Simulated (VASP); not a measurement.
Set up this calculation in VASP 6.6.1, as the native input.

| Property | Result |
| --- | --- |
| Task | single point |
| Functional | PBE |
| Potentials or basis | VASP PAW PBE potentials, release 64 (Na_pv) |
| Cutoff | 520 eV |
| k mesh | 16 × 16 × 16 |
| Occupations | gaussian, width 0.15 eV |
| Spin | no spin polarisation |
| Dipole correction | no |
| Further INCAR settings | ALGO = Normal; EDIFF = 1e-06; NBANDS = 10 |

The structure of Na lies in POSCAR:

```
Na
1.0
   -2.0645625000      2.0645625000      2.1704375000
    2.0645625000     -2.0645625000      2.1704375000
    2.0645625000      2.0645625000     -2.1704375000
Na
1
Direct
    0.0000000000      0.0000000000      0.0000000000
```

This cell differs from its parent crystal: strain -0.025 along x and y, +0.025 along z.

These files were run (other wordings do the same):

INCAR

```
ALGO = Normal
EDIFF = 1E-6
ENCUT = 520
GGA = PE
ISIF = 2
ISMEAR = 0
LASPH = True
LCHARG = True
LELF = True
LREAL = False
LVHAR = True
LWAVE = False
NBANDS = 10
NELM = 100
PREC = Accurate
SIGMA = 0.15
```

KPOINTS

```
k-points
0
Gamma
  16 16 16
```

Potentials or basis: VASP PAW PBE potentials, release 64 (Na_pv).

Launch:

```bash
$ cat potpaw_PBE.64/Na_pv/POTCAR > POTCAR
$ mpirun -np 1 vasp_std > vasp.out
```

It gave:

```
Pressure : 0.0 GPa
```

Caveat: the cell differs from its parent crystal (strain -0.025 along x and y, +0.025 along z).

Wall time 60 s on 1 thread of Intel(R) Xeon(R) Platinum 8259CL CPU @ 2.50GHz (Skylake/Cascade Lake) (shared host), peak memory 0.22 GiB.
